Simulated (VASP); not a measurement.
Runs of VASP 6.6.1 on Fe. The structure is hexagonal, space group P6_3/mmc (No. 194). The conventional cell has a = 2.347 Å, b = 2.347 Å, c = 3.797 Å, α = 90.00°, β = 90.00°, γ = 120.00°. Within 3.1 Å of Fe (site symmetry -6m2) lie 12 Fe at 2.33 to 2.35 Å. This isn't the form of Fe at room conditions, which is bcc.

```csv
spin,fixed moment (μB),pressure (GPa),moment (μB)
"collinear, ferromagnetic start",3.4,(a),3.40
"collinear, zero start",0.0,(b),0.00
"collinear, ferromagnetic start",8.4,216.5,8.40
"collinear, ferromagnetic start",1.7,39.4,1.70
"collinear, ferromagnetic start",5.0,89.3,5.00
```

Alike in all rows: task single point; level PBEsol; potentials or basis VASP PAW PBE potentials, release 64 (Fe); cell as given; k mesh 16 × 16 × 9; cutoff (eV) 520; smearing fermi-dirac 0.1 eV.

Q: Estimate the missing entries.

A: (a) 61.3; (b) 31.1.

Caveats: the cell stands under pressure; the PAW data sets were made with another functional, which shifts forces and pressure a little; the total moment is fixed, so each spin has its own Fermi level.
